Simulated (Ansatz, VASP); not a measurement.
# Li2TaO3 in VASP and in Ansatz

```
Li Ta O
1.0
     3.78550    0.00000    0.00000
     0.00000    3.78550    0.00000
     0.00000    0.00000    7.69346
Li Ta O
2 1 3
Direct
  0.00000 0.00000 0.00236
  0.00000 0.00000 0.54082
  0.50000 0.50000 0.35835
  0.50000 0.50000 0.12381
  0.50000 0.00000 0.43517
  0.00000 0.50000 0.43517
```

Alike in both runs: functional PBE; k mesh 10 × 10 × 6; occupations gaussian, width 0.1 eV; no spin polarisation.

Ansatz relaxed the structure, and its values are those at the end. VASP's run is a single point on that final structure, the one shown.

|  | VASP | Ansatz |
| --- | --- | --- |
| version | VASP 6.6.1 | Ansatz 0.2.0 |
| potentials or method | VASP PAW PBE potentials, release 64 (Li_sv, Ta_pv, O), cutoff 520 eV | scalar-relativistic, plane waves, PAW |
| valence electrons in the cell | 35 | 37 |

VASP gave:

| Property | Result |
| --- | --- |
| gap on the k mesh at the Fermi level (eV) | none |
| rms of the force components (eV/Å) | 0.087 |

Q: What did Ansatz give for the same quantities?

A: gap on the k mesh at the Fermi level (eV): none; rms of the force components (eV/Å): 0.001.

A gap of «none» marks a metal or a gap that the smearing closes. The functional is the same, so the differences come from potentials, cutoffs and numerics. VASP's potentials hold 35 valence electrons a cell and Ansatz's 37, so a difference there can come from the potentials and not from the codes.

Spin-orbit coupling is off throughout. Noted on VASP's run: the cutoff is short for stress, so the pressure is rough.
